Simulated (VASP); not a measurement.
# AlNi3 (Pm-3m) in VASP: settings compared, part 2 of 3

VASP 6.6.1.

**3. Single point, BLYP, collinear spin, ferromagnetic start**

This run uses another cell than the first one, of 11.80 Å³/atom, 1.080 times its volume.

File INCAR:

```
SYSTEM = AlNi3
PREC = Accurate ; ENCUT = 520
EDIFF = 1E-6 ; ISMEAR = -1
SIGMA = 0.05 ; LREAL = .False.
LASPH = .True. ; NELM = 150
ALGO = Fast ; ISIF = 2
LWAVE = .False. ; LCHARG = .False.
ISPIN = 2 ; MAGMOM = 1 1 1 0
LORBIT = 11 ; LMAXMIX = 4
GGA = B5 ; ALDAX = 1.0
AGGAX = 1.0 ; AGGAC = 1.0
ALDAC = 0.0 ; NBANDS = 28
```

File KPOINTS:

```
regular mesh
0
Gamma
  8 8 8
  0 0 0
```

File POSCAR:

```
AlNi3
1.0
    3.6143911176      0.0000000000      0.0000000000
    0.0000000000      3.6143911176      0.0000000000
    0.0000000000      0.0000000000      3.6143911176
Ni Al
3 1
Direct
    0.5000000000      0.5000000000      0.0000000000
    0.5000000000      0.0000000000      0.5000000000
    0.0000000000      0.5000000000      0.5000000000
    0.0000000000      0.0000000000      0.0000000000
```

Potentials or basis: VASP PAW PBE potentials, release 64 (Ni, Al).

Command:

```sh
$ cat potpaw_PBE.64/Ni/POTCAR potpaw_PBE.64/Al/POTCAR > POTCAR
$ mpirun -np 1 vasp_std > vasp.out
```

OUTCAR:

```text
SYSTEM = AlNi3
   PREC = Accurate
   ENCUT = 520
   EDIFF = 1E-6
   ISMEAR = -1
   LREAL = .False.
   LASPH = .True.
   NELM = 150
   ISIF = 2
   ISPIN = 2
   LORBIT = 11
   GGA = B5

 ion  position               nearest neighbor table
   1  0.500  0.500  0.000-   2 2.56   3 2.56   4 2.56   2 2.56   3 2.56   2 2.56   4 2.56   2 2.56
                             3 2.56   4 2.56   3 2.56   4 2.56
   2  0.500  0.000  0.500-   1 2.56   3 2.56   4 2.56   1 2.56   4 2.56   1 2.56   3 2.56   1 2.56
                             3 2.56   4 2.56   4 2.56   3 2.56
   3  0.000  0.500  0.500-   1 2.56   2 2.56   4 2.56   1 2.56   4 2.56   2 2.56   4 2.56   4 2.56
                             1 2.56   2 2.56   1 2.56   2 2.56
   4  0.000  0.000  0.000-   1 2.56   2 2.56   3 2.56   2 2.56   3 2.56   1 2.56   3 2.56   3 2.56
                             1 2.56   2 2.56   2 2.56   1 2.56

  LATTYP: Found a simple cubic cell.
 ALAT       =     3.6143911176

  Lattice vectors:

 A1 = (   3.6143911176,   0.0000000000,   0.0000000000)
 A2 = (   0.0000000000,   3.6143911176,   0.0000000000)
 A3 = (   0.0000000000,   0.0000000000,   3.6143911176)

Analysis of symmetry for initial positions (statically):
=====================================================================
 Subroutine PRICEL returns:
 Original cell was already a primitive cell.

 Routine SETGRP: Setting up the symmetry group for a
 simple cubic supercell.

 Subroutine GETGRP returns: Found 48 space group operations
 (whereof 48 operations were pure point group operations)
 out of a pool of 48 trial point group operations.

The static configuration has the point symmetry O_h .

Analysis of symmetry for dynamics (positions and initial velocities):
=====================================================================
 Subroutine PRICEL returns:
 Original cell was already a primitive cell.

 Routine SETGRP: Setting up the symmetry group for a
 simple cubic supercell.

 Subroutine GETGRP returns: Found 48 space group operations
 (whereof 48 operations were pure point group operations)
 out of a pool of 48 trial point group operations.

The dynamic configuration has the point symmetry O_h .

Analysis of structural, dynamic, and magnetic symmetry:
[... 162 lines left out ...]
  energy without entropy =      -18.23543260  energy(sigma->0) =      -18.25127409

 E-fermi :   9.3915     XC(G=0): -11.8726

 val. band max:        9.3911836841   @ k =   0.2500   0.2500   0.0000
 cond. band min:       9.3919209316   @ k =   0.3750   0.2500   0.1250
 fundamental gap:      0.0007372475
 Fermi energy:         9.3915047166

 spin component 1

 k-point     1 :       0.0000    0.0000    0.0000
  band No.  band energies     occupation
      1      -0.1713      1.00000
      2       5.3771      1.00000
      3       6.0120      1.00000
      4       6.0120      1.00000
      5       6.3105      1.00000
      6       6.3105      1.00000
[... 733 lines left out ...]
     27      23.9114      0.00000
     28      24.0819      0.00000

 [... further k-points ...]

 spin component 2

 k-point     1 :       0.0000    0.0000    0.0000
  band No.  band energies     occupation
      1      -0.1879      1.00000
      2       5.4549      1.00000
      3       6.1554      1.00000
      4       6.1554      1.00000
      5       6.5741      1.00000
      6       6.5741      1.00000
[... 733 lines left out ...]
     27      23.9034      0.00000
     28      24.1144      0.00000

 [... further k-points ...]
[... 5 lines left out ...]
  --------------------------------------------------------------------------------------
  -------------------------------------------------------------------------------------
  Total        0.0729959      0.0729959      0.0729959      0.0000000     -0.0000000      0.0000000
  in kB        2.4768735      2.4768735      2.4768735      0.0000000     -0.0000000      0.0000000
  external PRESSURE =       2.4768735 kB  Pullay stress =       0.0000000 kB

 VOLUME and BASIS-vectors are now :
 -----------------------------------------------------------------------------
  energy-cutoff  :      520.00
  volume of cell :       47.22
      direct lattice vectors                 reciprocal lattice vectors
     3.614391118  0.000000000  0.000000000     0.276671773  0.000000000  0.000000000
     0.000000000  3.614391118  0.000000000     0.000000000  0.276671773  0.000000000
     0.000000000  0.000000000  3.614391118     0.000000000  0.000000000  0.276671773

 POSITION                                       TOTAL-FORCE (eV/Angst)
 -----------------------------------------------------------------------------------
      1.80720      1.80720      0.00000         0.000000      0.000000      0.000000
      1.80720      0.00000      1.80720         0.000000      0.000000      0.000000
      0.00000      1.80720      1.80720         0.000000      0.000000      0.000000
      0.00000      0.00000      0.00000         0.000000      0.000000      0.000000
 -----------------------------------------------------------------------------------
    total drift:                                0.000000      0.000000      0.000000

  FREE ENERGIE OF THE ION-ELECTRON SYSTEM (eV)
  ---------------------------------------------------
  free  energy   TOTEN  =       -18.2671155842 eV

  energy  without entropy=      -18.2354326028  energy(sigma->0) =      -18.25127409

 total charge

# of ion       s       p       d       tot
------------------------------------------
    1        0.480   0.467   8.416   9.363
    2        0.480   0.467   8.416   9.363
    3        0.480   0.467   8.416   9.363
    4        0.404   0.371   0.000   0.774
--------------------------------------------------
tot          1.842   1.772  25.249  28.864

 magnetization (x)

# of ion       s       p       d       tot
------------------------------------------
    1       -0.003  -0.007   0.248   0.237
    2       -0.003  -0.007   0.248   0.237
    3       -0.003  -0.007   0.248   0.237
    4       -0.000  -0.007   0.000  -0.007
--------------------------------------------------
tot         -0.008  -0.029   0.743   0.706
```

OSZICAR:

```text
N       E                     dE             d eps       ncg     rms          rms(c)
DAV:   1     0.198147813525E+03    0.19815E+03   -0.14117E+04  3968   0.151E+03
DAV:   2    -0.922710602537E+01   -0.20737E+03   -0.19280E+03  3928   0.290E+02
DAV:   3    -0.212984463822E+02   -0.12071E+02   -0.11278E+02  4404   0.884E+01
DAV:   4    -0.215184149055E+02   -0.21997E+00   -0.21962E+00  4556   0.113E+01
DAV:   5    -0.215265497676E+02   -0.81349E-02   -0.81340E-02  4788   0.188E+00    0.182E+01
RMM:   6    -0.230752600742E+02   -0.15487E+01   -0.31048E+01  4443   0.570E+01    0.213E+01
RMM:   7    -0.183057673648E+02    0.47695E+01   -0.91290E+00  4188   0.311E+01    0.282E+00
RMM:   8    -0.182781757381E+02    0.27592E-01   -0.55959E-02  4215   0.164E+00    0.810E-01
RMM:   9    -0.182700040859E+02    0.81717E-02   -0.17037E-02  4550   0.829E-01    0.793E-01
RMM:  10    -0.182675532013E+02    0.24509E-02   -0.62984E-03  5236   0.507E-01    0.257E-01
RMM:  11    -0.182670617034E+02    0.49150E-03   -0.13964E-03  5029   0.270E-01    0.102E-01
RMM:  12    -0.182671100338E+02   -0.48330E-04   -0.48535E-04  5427   0.130E-01    0.563E-02
RMM:  13    -0.182671137247E+02   -0.36909E-05   -0.94802E-05  5689   0.521E-02    0.306E-02
RMM:  14    -0.182671156319E+02   -0.19072E-05   -0.10456E-05  4913   0.181E-02    0.809E-03
RMM:  15    -0.182671155842E+02    0.47678E-07   -0.16438E-06  2974   0.910E-03
   1 F= -.18267116E+02 E0= -.18251274E+02  d E =-.316830E-01  mag=     0.6689
```

Run time: 3 min. Hardware: 1 thread of Intel Xeon 8259CL, shared host; peak memory 0.21 GiB.

Results:

- Free energy: -18.2671 eV
- Pressure: 0.2 GPa
- Net moment: 0.67 μB per cell
- Site moments: Ni +0.24; Al -0.01 μB
- Valence electrons inside the program's atomic spheres: Ni 9.36; Al 0.77

Caveat: the PAW data sets were made with another functional, which shifts forces and pressure a little.

**4. Single point, r2SCAN, collinear spin, ferromagnetic start**

This run uses another cell than the first one, of 10.49 Å³/atom, 0.960 times its volume.

File POSCAR:

```
AlNi3
1.0
    3.4754400422      0.0000000000      0.0000000000
    0.0000000000      3.4754400422      0.0000000000
    0.0000000000      0.0000000000      3.4754400422
Ni Al
3 1
Direct
    0.5000000000      0.5000000000      0.0000000000
    0.5000000000      0.0000000000      0.5000000000
    0.0000000000      0.5000000000      0.5000000000
    0.0000000000      0.0000000000      0.0000000000
```

File INCAR.step1:

```
SYSTEM = AlNi3
PREC = Accurate
ENCUT = 520
ISMEAR = -1
SIGMA = 0.05
LREAL = .False.
LASPH = .True.
NELM = 150
ISPIN = 2
MAGMOM = 1 1 1 0
LMAXMIX = 4
NBANDS = 28
GGA = PE
ALGO = Normal
EDIFF = 1E-4
LWAVE = .True.
LCHARG = .False.
```

File INCAR.step2:

```
SYSTEM = AlNi3
PREC = Accurate
ENCUT = 520
EDIFF = 1E-6
ISMEAR = -1
SIGMA = 0.05
LREAL = .False.
LASPH = .True.
NELM = 150
ALGO = Normal
ISIF = 2
LWAVE = .False.
LCHARG = .False.
ISPIN = 2
MAGMOM = 1 1 1 0
LORBIT = 11
LMAXMIX = 4
METAGGA = R2SCAN
LMIXTAU = .True.
NBANDS = 28
ISTART = 1
```

KPOINTS is that of step 3.

Potentials or basis: VASP PAW PBE potentials, release 64 (Ni, Al).

Command:

```sh
$ cat potpaw_PBE.64/Ni/POTCAR potpaw_PBE.64/Al/POTCAR > POTCAR
$ cp INCAR.step1 INCAR
$ mpirun -np 1 vasp_std > vasp.out
$ cp INCAR.step2 INCAR
$ mpirun -np 1 vasp_std > vasp.out
```

OUTCAR:

```text
SYSTEM = AlNi3
   PREC = Accurate
   ENCUT = 520
   EDIFF = 1E-6
   ISMEAR = -1
   LREAL = .False.
   LASPH = .True.
   NELM = 150
   ISIF = 2
   ISPIN = 2
   LORBIT = 11
   METAGGA = R2SCAN
   ISTART = 1

 ion  position               nearest neighbor table
   1  0.500  0.500  0.000-   2 2.46   3 2.46   4 2.46   2 2.46   3 2.46   2 2.46   4 2.46   2 2.46
                             3 2.46   4 2.46   3 2.46   4 2.46
   2  0.500  0.000  0.500-   1 2.46   3 2.46   4 2.46   1 2.46   4 2.46   1 2.46   3 2.46   1 2.46
                             3 2.46   4 2.46   4 2.46   3 2.46
   3  0.000  0.500  0.500-   1 2.46   2 2.46   4 2.46   1 2.46   4 2.46   2 2.46   4 2.46   4 2.46
                             1 2.46   2 2.46   1 2.46   2 2.46
   4  0.000  0.000  0.000-   1 2.46   2 2.46   3 2.46   2 2.46   3 2.46   1 2.46   3 2.46   3 2.46
                             1 2.46   2 2.46   2 2.46   1 2.46

  LATTYP: Found a simple cubic cell.
 ALAT       =     3.4754400422

  Lattice vectors:

 A1 = (   3.4754400422,   0.0000000000,   0.0000000000)
[... 1693 lines left out ...]
     27      26.4883      0.00000
     28      26.7746      0.00000

 [... further k-points ...]
[... 5 lines left out ...]
  --------------------------------------------------------------------------------------
  -------------------------------------------------------------------------------------
  Total        2.5488836      2.5488836      2.5488836     -0.0000000     -0.0000000     -0.0000000
  in kB       97.2817086     97.2817086     97.2817086     -0.0000000     -0.0000000     -0.0000000
  external PRESSURE =      97.2817086 kB  Pullay stress =       0.0000000 kB

 VOLUME and BASIS-vectors are now :
 -----------------------------------------------------------------------------
  energy-cutoff  :      520.00
  volume of cell :       41.98
      direct lattice vectors                 reciprocal lattice vectors
     3.475440042  0.000000000  0.000000000     0.287733348  0.000000000  0.000000000
     0.000000000  3.475440042  0.000000000     0.000000000  0.287733348  0.000000000
     0.000000000  0.000000000  3.475440042     0.000000000  0.000000000  0.287733348

 POSITION                                       TOTAL-FORCE (eV/Angst)
 -----------------------------------------------------------------------------------
      1.73772      1.73772      0.00000         0.000000      0.000000      0.000000
      1.73772      0.00000      1.73772         0.000000      0.000000      0.000000
      0.00000      1.73772      1.73772         0.000000      0.000000      0.000000
      0.00000      0.00000      0.00000         0.000000      0.000000      0.000000
 -----------------------------------------------------------------------------------
    total drift:                                0.000000      0.000000      0.000000

  FREE ENERGIE OF THE ION-ELECTRON SYSTEM (eV)
  ---------------------------------------------------
  free  energy   TOTEN  =       -44.2540455937 eV

  energy  without entropy=      -44.2362571420  energy(sigma->0) =      -44.24515137

 total charge

# of ion       s       p       d       tot
------------------------------------------
    1        0.541   0.614   8.415   9.569
    2        0.541   0.614   8.415   9.569
    3        0.541   0.614   8.415   9.569
    4        0.419   0.435   0.000   0.854
--------------------------------------------------
tot          2.042   2.277  25.244  29.563

 magnetization (x)

# of ion       s       p       d       tot
------------------------------------------
    1       -0.007  -0.027   0.342   0.309
    2       -0.007  -0.027   0.342   0.309
    3       -0.007  -0.027   0.342   0.309
    4       -0.002  -0.015   0.000  -0.017
--------------------------------------------------
tot         -0.023  -0.095   1.027   0.909
```

OUTCAR.step1:

```text
SYSTEM = AlNi3
   PREC = Accurate
   ENCUT = 520
   ISMEAR = -1
   LREAL = .False.
   LASPH = .True.
[... 1741 lines left out ...]
      1.73772      0.00000      1.73772         0.000000      0.000000      0.000000
      0.00000      1.73772      1.73772         0.000000      0.000000      0.000000
      0.00000      0.00000      0.00000         0.000000      0.000000      0.000000
 -----------------------------------------------------------------------------------
    total drift:                                0.000000      0.000000      0.000000

  FREE ENERGIE OF THE ION-ELECTRON SYSTEM (eV)
  ---------------------------------------------------
  free  energy   TOTEN  =       -21.7422781802 eV

  energy  without entropy=      -21.7121988784  energy(sigma->0) =      -21.72723853
```

It took 4.9 min on 1 thread of Intel Xeon Platinum 8259CL at 2.50GHz (Skylake/Cascade Lake), shared host; peak memory 0.22 GiB.

Results:

```yaml
Free_energy: -44.2540 eV
Pressure: 9.7 GPa
Net_moment: 0.83 μB per cell
Site_moments: Ni +0.31; Al -0.02 μB
Valence_electrons_inside_the_program's_atomic_spheres: Ni 9.57; Al 0.85
```

Caveat: the PAW data sets were made with another functional, which shifts forces and pressure a little.

**5. Single point, r2SCAN, collinear spin, ferromagnetic start**

This run uses another cell than the first one, of 10.71 Å³/atom, 0.980 times its volume.

File POSCAR:

```
AlNi3
1.0
    3.4994093517      0.0000000000      0.0000000000
    0.0000000000      3.4994093517      0.0000000000
    0.0000000000      0.0000000000      3.4994093517
Ni Al
3 1
Direct
    0.5000000000      0.5000000000      0.0000000000
    0.5000000000      0.0000000000      0.5000000000
    0.0000000000      0.5000000000      0.5000000000
    0.0000000000      0.0000000000      0.0000000000
```

INCAR.step1 is that of step 4.

Edit INCAR.step2 of step 4 so:

```diff
@@ -12,3 +12,3 @@
 LWAVE = .False.
-LCHARG = .False.
+LCHARG = .True.
 ISPIN = 2
@@ -19,2 +19,4 @@
 LMIXTAU = .True.
+LELF = .True.
+LVHAR = .True.
 NBANDS = 28
```

File KPOINTS:

```
Automatic mesh
0
Gamma
  8 8 8
  0 0 0
```

Command:

```sh
$ cat potpaw_PBE.64/Ni/POTCAR potpaw_PBE.64/Al/POTCAR > POTCAR
$ cp INCAR.step1 INCAR
$ mpirun -np 1 vasp_std > vasp.out
$ cp INCAR.step2 INCAR
$ mpirun -np 1 vasp_std > vasp.out
```

Wall time 4.5 min (1 thread of Intel Xeon Platinum 8259CL at 2.50GHz (Skylake/Cascade Lake), shared host); peak memory 0.22 GiB.

It converged, with:

- Free energy: -44.2940 eV
- Pressure: 4.9 GPa
- Net moment: 0.84 μB per cell
- Site moments: Ni +0.31; Al -0.02 μB
- Valence electrons inside the program's atomic spheres: Ni 9.53; Al 0.84

Levels at points of the mesh, in eV from the Fermi level:
Spin up:
```csv
k point,band 15,band 16,band 17,band 18,band 19,band 20
"(0.00, 0.00, 0.00)",-0.37,-0.37,0.89,0.89,0.89,6.94
"(0.50, 0.00, 0.00)",-1.35,-0.79,-0.37,5.91,5.91,5.93
"(0.50, 0.50, 0.00)",-1.35,-1.27,-0.81,0.70,0.70,8.67
"(0.50, 0.50, 0.50)",-1.38,-0.53,-0.53,-0.53,-0.33,3.90
```
Spin down:
```tsv
k point	band 13	band 14	band 15	band 16	band 17	band 18	band 19	band 20
(0.00, 0.00, 0.00)	-0.03	0.50	0.50	0.50	0.71	0.71	0.71	7.09
(0.50, 0.00, 0.00)	-1.00	-1.00	-1.00	-0.53	0.50	5.92	5.92	6.00
(0.50, 0.50, 0.00)	-1.40	-1.32	-0.98	-0.62	-0.53	1.24	1.24	8.70
(0.50, 0.50, 0.50)	-1.50	-1.10	-1.10	-0.48	0.19	0.19	0.19	4.04
```

Caveat: the PAW data sets were made with another functional, which shifts forces and pressure a little.

(Part 2 of 3 ends here.)
